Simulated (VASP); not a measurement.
## KCl: single point with r2SCAN

Crystal: KCl.

```
K Cl
1.0
     0.00000    3.14485    3.14485
     3.32756    0.00000    3.14485
     3.32756    3.14485    0.00000
K Cl
1 1
Direct
  0.00000 0.00000 0.00000
  0.50000 0.50000 0.50000
```

This cell differs from its parent crystal: uniaxial x strain +5.8%.

- Program: VASP 6.6.1
- Task: single point
- Functional: r2SCAN
- Potentials or basis: VASP PAW PBE potentials, release 64 (K_sv, Cl)
- Cutoff: 520 eV
- k mesh: 8 × 8 × 8
- Occupations: gaussian, width 0.01 eV
- Spin: no spin polarisation

```yaml
Pressure: -0.8 GPa
Band_gap_on_the_k_mesh: 5.62 eV, direct
```

Stress tensor (GPa, compression positive):
```
-1.81  0.00  0.00
 0.00 -0.30  0.00
 0.00  0.00 -0.30
```

Levels at points of the mesh, in eV from the valence-band top:
```
           k point  band 6  band 7  band 8  band 9  band 10  band 11
(0.00, 0.00, 0.00)   -0.03    0.00    0.00    5.62     8.78     9.12
(0.50, 0.00, 0.00)   -0.97   -0.30   -0.29    7.96     9.00    11.11
(0.50, 0.50, 0.00)   -0.61   -0.25   -0.23    7.04     8.97    10.46
(0.00, 0.50, 0.50)   -0.68   -0.18   -0.18    7.13     8.93    10.12
```

Run time: 3.1 min on 1 thread of AMD EPYC 9R45 96-Core Processor (Zen 5), with other jobs on the host, peak memory 0.21 GiB.

Caveat: the cell differs from its parent crystal (uniaxial x strain +5.8%); the PAW data sets were made with another functional, which shifts forces and pressure a little. A k mesh can miss the band edges.
